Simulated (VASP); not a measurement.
Here is a VASP 6.6.1 calculation.

INCAR

```
  ALGO = Fast
  EDIFF = 1E-6
  ENCUT = 520
  ISIF = 2
  ISMEAR = -1
  LASPH = T
  LCHARG = F
  LREAL = F
  LWAVE = F
  NBANDS = 13
  NELM = 100
  PREC = Accurate
  SIGMA = 0.05
```

File KPOINTS:

```
k-points
0
Gamma
  9 9 9
```

Contents of POSCAR:

```
Pb
1.0
   -1.9663728605      1.9663728605      1.9663728605
    1.9663728605     -1.9663728605      1.9663728605
    1.9663728605      1.9663728605     -1.9663728605
Pb
1
Direct
    0.0000000000      0.0000000000      0.0000000000
```

Potentials or basis: VASP PAW LDA potentials, release 64 (Pb_d).

Launch:

```sh
$ cat potpaw_LDA.64/Pb_d/POTCAR > POTCAR
$ mpirun -np 1 vasp_std > vasp.out
```

**Question.** Predict the pressure.

**Answer.** -2.6 GPa.

**Question.** What does it give for the band gap on the k mesh?

**Answer.** Zero (bands 7 and 8 overlap by 9.58 eV).

Caveat: spin-orbit coupling is left out, which moves the levels of the heavy elements.
